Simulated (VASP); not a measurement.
# Si62C (a cell with a defect) in VASP: single point with PBE

Aim: the single point of Si62C (a cell with a defect) with PBE.

Everything below comes from runs of VASP 6.6.1. Logs are shortened: lines on timing, memory, paths and dates and some standing lists are left out, and cuts for length are marked.

## Step 1: The cell of the first run

The cell holds a defect, 63 atoms: a = 10.860 Å, b = 10.860 Å, c = 10.860 Å, α = 90.00°, β = 90.00°, γ = 90.00°.

## Step 2: Single point, PBE

The input, INCAR:

```
SYSTEM = Si62C
ALGO     = Normal         ! electronic algorithm
EDIFF    = 1E-7           ! SCF threshold, eV
ENCUT    = 520            ! plane-wave cutoff, eV
GGA      = PE             ! functional
ISIF     = 2              ! what is computed and relaxed
ISMEAR   = -1             ! smearing method
LASPH    = .TRUE.         ! aspherical terms in the spheres
LCHARG   = .FALSE.        ! write CHGCAR
LREAL    = Auto         
LWAVE    = .FALSE.        ! write WAVECAR
NBANDS   = 163            ! bands
NELM     = 100            ! most SCF steps
PREC     = Accurate       ! precision mode
SIGMA    = 0.02           ! smearing width, eV
```

The input, KPOINTS:

```
k-points
0
G
  1 1 1
  0 0 0
```

The input, POSCAR:

```
Si62C
1.0
   10.8600000000      0.0000000000      0.0000000000
    0.0000000000     10.8600000000      0.0000000000
    0.0000000000      0.0000000000     10.8600000000
Si C
62 1
Direct
    0.5007626151     -0.0009947514     -0.0014695212
    0.6254001842      0.1207503683      0.1278460405
    0.7496598527      0.2457229282     -0.0003525783
    0.8760140884      0.3768629834      0.1215244936
    0.7496605893     -0.0074778085      0.2587517495
    0.8754845304      0.1245962247      0.3746520258
   -0.0004080110      0.0034739411      0.0028000000
    0.1234533149      0.1292093923      0.1285980663
    0.2512810313      0.2496682320      0.0014600368
    0.3715422652      0.3774035912      0.1295595764
    0.4979837017      0.5026577348      0.0062290976
    0.6286029466      0.6296933702      0.1281692449
    0.7475089319      0.7525620626     -0.0039102210
    0.8717338858      0.8742581952      0.1241658379
    0.2462210866     -0.0036969613      0.2485084715
    0.3718914365      0.1289148250      0.3720757827
    0.5048146409      0.2546247698      0.2488018416
    0.6392816759      0.3857708103      0.3696889503
    0.7726891344      0.5182273481      0.2484981584
    0.5018668508     -0.0009118785      0.4974220074
    0.6236875691      0.1261601289      0.6226772560
    0.7511837937      0.2517415285      0.4992715470
    0.8713186924      0.3753076427      0.6307924494
    0.7504479742     -0.0078879374      0.7380843462
    0.8724603131      0.1203109576      0.8680930018
    0.0045164825      0.4956811234     -0.0058426335
    0.1267863720      0.6237752302      0.1185820442
    0.2557624309      0.7515751381     -0.0029805709
    0.3797075506      0.8745827808      0.1282282689
   -0.0010110497      0.2564221915      0.2542082873
    0.1055104972      0.3947638122      0.3838593923
    0.2447473297      0.5021969613      0.2551277164
    0.3769604052      0.6250665746      0.3757549724
    0.5089856354      0.7523416206      0.2606521179
    0.6472351750      0.8547063536      0.4010475138
   -0.0086571823     -0.0141882136      0.4957144567
    0.1218384899      0.1172715470      0.6167116943
    0.2415988029      0.2563453039      0.4961344383
    0.3787608656      0.3763361878      0.6183299263
    0.5116901473      0.5048855433      0.4975487109
    0.6502554328      0.6336603131      0.6138223757
    0.8599290976      0.8481955801      0.6110070902
    0.2502597606     -0.0008389503      0.7475686004
    0.3738924494      0.1246939227      0.8741645488
    0.4988867403      0.2502627072      0.7497923573
    0.6191593923      0.3740052486      0.8811133517
    0.7470565378      0.4977522099      0.7566519337
    0.8756290976      0.6238906077      0.8765385820
   -0.0132554328      0.7319931860      0.2415295580
    0.1148497238      0.8615074586      0.3686356354
   -0.0260802947      0.5236365562      0.5102462247
    0.1218740331      0.6290130755      0.6292411602
    0.2477088398      0.7484395948      0.4986833333
    0.3753765193      0.8747666667      0.6212320442
    0.0035802947      0.2439303867      0.7458752302
    0.1287655617      0.3705485267      0.8693900552
    0.2537387661      0.4975438306      0.7462281768
    0.3807232965      0.6268564457      0.8681444751
    0.5083544199      0.7475725599      0.7377318600
    0.6230043278      0.8760391344      0.8681340700
   -0.0022731123      0.7533244015      0.7532897790
    0.1249302947      0.8793158379      0.8771711786
    0.7610435543      0.7346412523      0.5282061694
```

Potentials or basis: VASP PAW PBE potentials, release 64 (Si, C).

On the command line:

```bash
$ cat potpaw_PBE.64/Si/POTCAR potpaw_PBE.64/C/POTCAR > POTCAR
$ mpirun -np 1 vasp_gam > vasp.out
```

OUTCAR:

```text
SYSTEM = Si62C
   EDIFF = 1E-7
   ENCUT = 520
   GGA = PE
   ISIF = 2
   ISMEAR = -1
   LASPH = .TRUE.
   LREAL = Auto
   NELM = 100
   PREC = Accurate

 ion  position               nearest neighbor table
   1  0.501  0.999  0.999-  29 2.35  60 2.36   2 2.36  44 2.36
   2  0.625  0.121  0.128-   1 2.36  17 2.36   3 2.37   5 2.40
   3  0.750  0.246  1.000-   2 2.37  46 2.37   4 2.38  25 2.38
   4  0.876  0.377  0.122-  19 2.35  26 2.35  30 2.36   3 2.38
   5  0.750  0.993  0.259-   6 2.35  14 2.35   2 2.40  35 2.42
   6  0.875  0.125  0.375-   5 2.35  30 2.36  22 2.36  36 2.36
[... 10 lines left out ...]
  17  0.505  0.255  0.249-  10 2.36   2 2.36  16 2.40  18 2.43
  18  0.639  0.386  0.370-  40 2.35  22 2.36  17 2.43  19 2.43
  19  0.773  0.518  0.248-   4 2.35  12 2.37  18 2.43
  20  0.502  0.999  0.497-  21 2.35  54 2.35  16 2.42  35 2.46
  21  0.624  0.126  0.623-  20 2.35  45 2.36  22 2.36  24 2.36
  22  0.751  0.252  0.499-  23 2.35   6 2.36  21 2.36  18 2.36
  23  0.871  0.375  0.631-  47 2.34  22 2.35  51 2.36  55 2.38
  24  0.750  0.992  0.738-  60 2.35  21 2.36  25 2.38  42 2.40
  25  0.872  0.120  0.868-  55 2.36   7 2.38   3 2.38  24 2.38
[... 21 lines left out ...]
  47  0.747  0.498  0.757-  23 2.34  48 2.35  46 2.36  41 2.39
  48  0.876  0.624  0.877-  47 2.35  61 2.35  26 2.35  13 2.36
  49  0.987  0.732  0.242-  27 2.34  14 2.36  50 2.41
  50  0.115  0.862  0.369-  36 2.35  53 2.36  49 2.41  15 2.42
  51  0.974  0.524  0.510-  23 2.36  52 2.36  31 2.43
  52  0.122  0.629  0.629-  61 2.34  53 2.36  51 2.36  57 2.39
  53  0.248  0.748  0.499-  33 2.36  52 2.36  54 2.36  50 2.36
  54  0.375  0.875  0.621-  20 2.35  43 2.36  53 2.36  59 2.37
  55  0.004  0.244  0.746-  37 2.35  56 2.35  25 2.36  23 2.38
  56  0.129  0.371  0.869-  26 2.35  57 2.35  55 2.35   9 2.36
  57  0.254  0.498  0.746-  39 2.35  56 2.35  58 2.37  52 2.39
  58  0.381  0.627  0.868-  57 2.37  28 2.37  59 2.38  11 2.39
  59  0.508  0.748  0.738-  60 2.35  54 2.37  58 2.38  41 2.39
  60  0.623  0.876  0.868-  24 2.35  59 2.35   1 2.36  13 2.36
  61  0.998  0.753  0.753-  52 2.34  48 2.35  62 2.36  42 2.39
  62  0.125  0.879  0.877-  43 2.35   7 2.35  61 2.36  28 2.37
  63  0.761  0.735  0.528-  42 1.87  41 1.87  35 2.27

  LATTYP: Found a simple cubic cell.
 ALAT       =    10.8600000000

  Lattice vectors:

 A1 = (  10.8600000000,   0.0000000000,   0.0000000000)
 A2 = (   0.0000000000,  10.8600000000,   0.0000000000)
 A3 = (   0.0000000000,   0.0000000000,  10.8600000000)

Analysis of symmetry for initial positions (statically):
=====================================================================
 Subroutine PRICEL returns:
 Original cell was already a primitive cell.

 Routine SETGRP: Setting up the symmetry group for a
 simple cubic supercell.

 Subroutine GETGRP returns: Found  1 space group operations
 (whereof  1 operations were pure point group operations)
 out of a pool of 48 trial point group operations.

The static configuration has the point symmetry C_1 .

Analysis of symmetry for dynamics (positions and initial velocities):
=====================================================================
 Subroutine PRICEL returns:
 Original cell was already a primitive cell.

 Routine SETGRP: Setting up the symmetry group for a
 simple cubic supercell.

 Subroutine GETGRP returns: Found  1 space group operations
 (whereof  1 operations were pure point group operations)
 out of a pool of 48 trial point group operations.

The dynamic configuration has the point symmetry C_1 .

 Subroutine INISYM returns: Found  1 space group operations
 (whereof  1 operations are pure point group operations),
 and found     1 'primitive' translations

----------------------------------------------------------------------------------------

                                     Primitive cell

  volume of cell :    1280.8241

  direct lattice vectors                    reciprocal lattice vectors
    10.860000000  0.000000000  0.000000000     0.092081031  0.000000000  0.000000000
     0.000000000 10.860000000  0.000000000     0.000000000  0.092081031  0.000000000
     0.000000000  0.000000000 10.860000000     0.000000000  0.000000000  0.092081031

  length of vectors
    10.860000000 10.860000000 10.860000000     0.092081031  0.092081031  0.092081031

  position of ions in fractional coordinates (direct lattice)
     0.500762615  0.999005249  0.998530479
     0.625400184  0.120750368  0.127846041
     0.749659853  0.245722928  0.999647422
     0.876014088  0.376862983  0.121524494
     0.749660589  0.992522192  0.258751750
     0.875484530  0.124596225  0.374652026
[... 55 lines left out ...]
     0.124930295  0.879315838  0.877171179
     0.761043554  0.734641252  0.528206169

  ion indices of the primitive-cell ions
   primitive index   ion index
                 1           1
                 2           2
                 3           3
                 4           4
                 5           5
                 6           6
[... 55 lines left out ...]
                62          62
                63          63

----------------------------------------------------------------------------------------

 KPOINTS: k-points

Automatic generation of k-mesh.
 Grid dimensions read from file:
 generate k-points for:    1    1    1

 Generating k-lattice:

  Cartesian coordinates                     Fractional coordinates (reciprocal lattice)
     0.092081031  0.000000000  0.000000000     1.000000000  0.000000000  0.000000000
     0.000000000  0.092081031  0.000000000     0.000000000  1.000000000  0.000000000
     0.000000000  0.000000000  0.092081031     0.000000000  0.000000000  1.000000000

  Length of vectors
     0.092081031  0.092081031  0.092081031

  Shift w.r.t. Gamma in fractional coordinates (k-lattice)
     0.000000000  0.000000000  0.000000000

 Subroutine IBZKPT returns following result:
 ===========================================

 Found      1 irreducible k-points:

 Following reciprocal coordinates:
            Coordinates               Weight
  0.000000  0.000000  0.000000      1.000000
   k-points           NKPTS =      1   k-points in BZ     NKDIM =      1   number of bands    NBANDS=    163
   number of dos      NEDOS =    301   number of ions     NIONS =     63
   total plane-waves  NPLWV = 592704
   dimension x,y,z NGX =    84 NGY =   84 NGZ =   84
   dimension x,y,z NGXF=   168 NGYF=  168 NGZF=  168
   ions per type =              62   1
   NGX,Y,Z   is equivalent  to a cutoff of  12.86, 12.86, 12.86 a.u.
   NGXF,Y,Z  is equivalent  to a cutoff of  25.72, 25.72, 25.72 a.u.
 SYSTEM =  Si62C
   PREC   = accura    normal or accurate (medium, high low for compatibility)
   ISTART =      0    job   : 0-new  1-cont  2-samecut
   ICHARG =      2    charge: 1-file 2-atom 10-const
   ISPIN  =      1    spin polarized calculation?
   LNONCOLLINEAR =      F non collinear calculations
   LSORBIT =      F    spin-orbit coupling
   LASPH  =      T    aspherical Exc in radial PAW
   ENCUT  =  520.0 eV  38.22 Ry    6.18 a.u.  20.19 20.19 20.19*2*pi/ulx,y,z
   NELM   =    100;   NELMIN=  2; NELMDL= -5     # of ELM steps
   EDIFF  = 0.1E-06   stopping-criterion for ELM
   LREAL  =      T    real-space projection
   EDIFFG = 0.1E-05   stopping-criterion for IOM
   NSW    =      0    number of steps for IOM
   IBRION =     -1    ionic relax: 0-MD 1-quasi-New 2-CG
   NFREE  =      0    steps in history (QN), initial steepest desc. (CG)
   ISIF   =      2    stress and relaxation
   ISYM   =      2    0-nonsym 1-usesym 2-fastsym
   POTIM  = 0.5000    time-step for ionic-motion
   TEBEG  =    0.0;   TEEND  =   0.0 temperature during run
   PSTRESS=    0.0 pullay stress
   NELECT =     252.0000    total number of electrons
   NUPDOWN=      -1.0000    fix difference up-down
   EMIN   =  10.00;   EMAX   =-10.00  energy-range for DOS
   EFERMI =   0.00;   METHOD = LEGACY
   ISMEAR =    -1;   SIGMA  =   0.02  broadening in eV -4-tet -1-fermi 0-gaus
   EFERMI_NEDOS =   21; number of points for ismear=-14 and -15
   IALGO  =     38    algorithm
   IMIX   =      4    mixing-type and parameters
     AMIX     =   0.40;   BMIX     =  1.00
     AMIX_MAG =   1.60;   BMIX_MAG =  1.00
  volume/ion in A,a.u.               =      20.33       137.20
  Fermi-wavevector in a.u.,A,eV,Ry     =   0.952164  1.799329 12.335269  0.906617
  Thomas-Fermi vector in A             =   2.080702
   LORBIT       =      0    0 simple, 1 ext, 2 COOP (PROOUT), +10 PAW based schemes
   GGA     = PE    functional components
   LHFCALC =     F    Hartree Fock is set to
   AEXX    =    0.0000 exact exchange contribution
   IVDW    =     0    specifies the selected vdW correction
   LEPSILON=     F    determine dielectric tensor
   LRPA    =     F    only Hartree local field effects (RPA)
 non-spin polarized calculation
  energy-cutoff  :      520.00
  volume of cell :     1280.82
 maximum number of plane-waves:     17229
 NGX is ok and might be reduce to    84
   NGX = 41   NGY = 41   NGZ = 41

 number of electron     252.0000001 magnetization

 Free energy of the ion-electron system (eV)
  ---------------------------------------------------
  ext. energy  EPLUGINS =         0.00000000
  ---------------------------------------------------
  free energy    TOTEN  =      -333.83196402 eV

  energy without entropy =     -333.82896355  energy(sigma->0) =     -333.83046379

 E-fermi :   5.9919     XC(G=0):  -9.3159

 val. band max:        5.8901489555   @ k =   0.0000   0.0000   0.0000
 cond. band min:       6.0938688835   @ k =   0.0000   0.0000   0.0000
 fundamental gap:      0.2037199280
 Fermi energy:         5.9919158350

 k-point     1 :       0.0000    0.0000    0.0000
  band No.  band energies     occupation
      1      -6.4246      2.00000
      2      -5.9271      2.00000
      3      -5.1761      2.00000
      4      -5.1707      2.00000
      5      -5.1600      2.00000
      6      -5.1587      2.00000
[... 130 lines left out ...]
    137       6.8327      0.00000
    138       6.8536      0.00000
 [bands above 138 left out]

------------------------ aborting loop because EDIFF is reached ----------------------------------------

  FORCE on cell =-STRESS in cart. coord.  units (eV):
  Direction    XX          YY          ZZ          XY          YZ          ZX
  --------------------------------------------------------------------------------------
  -------------------------------------------------------------------------------------
  Total       -2.1396729     -2.4847908     10.2698544     -2.0503332      5.6161621     -6.2253708
  in kB       -2.6765077     -3.1082142     12.8465169     -2.5647531      7.0252331     -7.7872897
  external PRESSURE =       2.3539317 kB  Pullay stress =       0.0000000 kB

 VOLUME and BASIS-vectors are now :
 -----------------------------------------------------------------------------
  energy-cutoff  :      520.00
  volume of cell :     1280.82
      direct lattice vectors                 reciprocal lattice vectors
    10.860000000  0.000000000  0.000000000     0.092081031  0.000000000  0.000000000
     0.000000000 10.860000000  0.000000000     0.000000000  0.092081031  0.000000000
     0.000000000  0.000000000 10.860000000     0.000000000  0.000000000  0.092081031

 POSITION                                       TOTAL-FORCE (eV/Angst)
 -----------------------------------------------------------------------------------
      5.43828     10.84920     10.84404         0.003461     -0.002123      0.014542
      6.79185      1.31135      1.38841         0.008861     -0.082623      0.070689
      8.14131      2.66855     10.85617        -0.013353     -0.022551      0.037892
      9.51351      4.09273      1.31976         0.040204     -0.050768     -0.029450
      8.14131     10.77879      2.81004         0.036384     -0.123709      0.116649
      9.50776      1.35312      4.06872         0.018282     -0.015166      0.019795
[... 55 lines left out ...]
      1.35674      9.54937      9.52608         0.008106     -0.034754      0.000843
      8.26493      7.97820      5.73632        -1.247620      1.347194     -0.635744
 -----------------------------------------------------------------------------------
    total drift:                                0.001178      0.001748     -0.007428

  FREE ENERGIE OF THE ION-ELECTRON SYSTEM (eV)
  ---------------------------------------------------
  free  energy   TOTEN  =      -333.8319640185 eV

  energy  without entropy=     -333.8289635539  energy(sigma->0) =     -333.83046379
```

Wall time 9.4 min (1 thread of Intel Xeon Platinum 8259CL at 2.50GHz (Skylake/Cascade Lake), shared host); peak memory 1 GiB.

Results:

| Property | Result |
| --- | --- |
| Free energy | -333.8320 eV |
| Pressure | 0.2 GPa |
| Largest force | 1.943 eV/Å |

Forces on the atoms (eV/Å):
```
Si   0.003 -0.002  0.015
Si   0.009 -0.083  0.071
Si  -0.013 -0.023  0.038
Si   0.040 -0.051 -0.029
Si   0.036 -0.124  0.117
Si   0.018 -0.015  0.020
Si   0.003 -0.008  0.011
Si   0.023 -0.028 -0.001
Si  -0.011 -0.001  0.000
Si   0.025 -0.031 -0.010
Si  -0.006 -0.030 -0.030
Si  -0.007 -0.030 -0.039
Si  -0.003  0.004  0.005
Si   0.016 -0.027  0.010
Si   0.009 -0.016  0.004
Si   0.101 -0.104  0.009
Si   0.006 -0.018  0.003
Si  -0.007 -0.013  0.008
Si   0.003 -0.075 -0.072
Si   0.128 -0.151  0.067
Si   0.004  0.001  0.018
Si  -0.010  0.004 -0.006
Si   0.011  0.055 -0.080
Si  -0.003  0.143  0.116
Si   0.011  0.053  0.046
Si   0.002 -0.010 -0.014
Si  -0.001 -0.031  0.015
Si  -0.009 -0.006  0.073
Si   0.064 -0.006  0.048
Si  -0.026 -0.040 -0.022
Si   0.173 -0.176 -0.049
Si   0.026  0.005 -0.031
Si  -0.005 -0.031  0.006
Si   0.055 -0.071  0.053
Si   0.352 -0.477  0.291
Si   0.010  0.031  0.016
Si  -0.003  0.017  0.022
Si   0.115 -0.093  0.076
Si   0.029  0.019  0.009
Si   0.007  0.042  0.006
Si  -0.250  0.167  0.063
Si   0.035  0.275  0.204
Si  -0.024  0.017  0.013
Si   0.009  0.001  0.005
Si  -0.005  0.017 -0.011
Si   0.059  0.019 -0.057
Si   0.005  0.117 -0.107
Si   0.025 -0.016  0.024
Si   0.008 -0.049  0.026
Si   0.012  0.008  0.017
Si   0.515 -0.481 -0.430
Si  -0.023 -0.022 -0.065
Si  -0.007  0.007 -0.002
Si  -0.026  0.005  0.034
Si  -0.011  0.034  0.001
Si   0.012 -0.007 -0.012
Si  -0.014 -0.008 -0.012
Si  -0.072 -0.009  0.051
Si  -0.156  0.015  0.123
Si   0.000  0.008  0.009
Si  -0.026 -0.015 -0.025
Si   0.008 -0.035  0.001
C   -1.248  1.347 -0.636
```

Caveat: the k points lie up to 0.58 Å⁻¹ apart.
